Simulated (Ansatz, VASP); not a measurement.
**MgSe: VASP beside Ansatz**

```
Mg Se
1.0
     0.00000    5.45100    5.45100
     5.45100    0.00000    5.45100
     5.45100    5.45100    0.00000
Mg Se
8 8
Cartesian
  0.0000 0.0000 0.0000
  2.7255 2.7255 0.0000
  2.7255 0.0000 2.7255
  5.4510 2.7255 2.7255
  0.0000 2.7255 2.7255
  2.7255 5.4510 2.7255
  2.7255 2.7255 5.4510
  5.4510 5.4510 5.4510
  2.7255 2.7255 2.7255
  5.4510 5.4510 2.7255
  5.4510 2.7255 5.4510
  8.1765 5.4510 5.4510
  2.7255 5.4510 5.4510
  5.4510 8.1765 5.4510
  5.4510 5.4510 8.1765
  8.1765 8.1765 8.1765
```

Alike in both runs: task electric field gradients; functional PBE; k mesh 3 × 3 × 3; no spin polarisation.

```csv
,VASP,Ansatz
version,VASP 6.6.1,Ansatz 0.2.0
potentials or method,"VASP PAW PBE potentials, release 64 (Mg, Se)","plane-wave PAW, scalar-relativistic"
plane-wave cutoff (eV),520,420
occupations,"gaussian, width 0.01 eV",fixed
valence electrons in the cell,64,208
```

```csv
,VASP,Ansatz,Ansatz less VASP
gap on the k mesh at the Fermi level (eV),1.80,1.82,+0.023
```

VASP's potentials hold 64 valence electrons a cell and Ansatz's 208, so a difference there can come from the potentials and not from the codes.
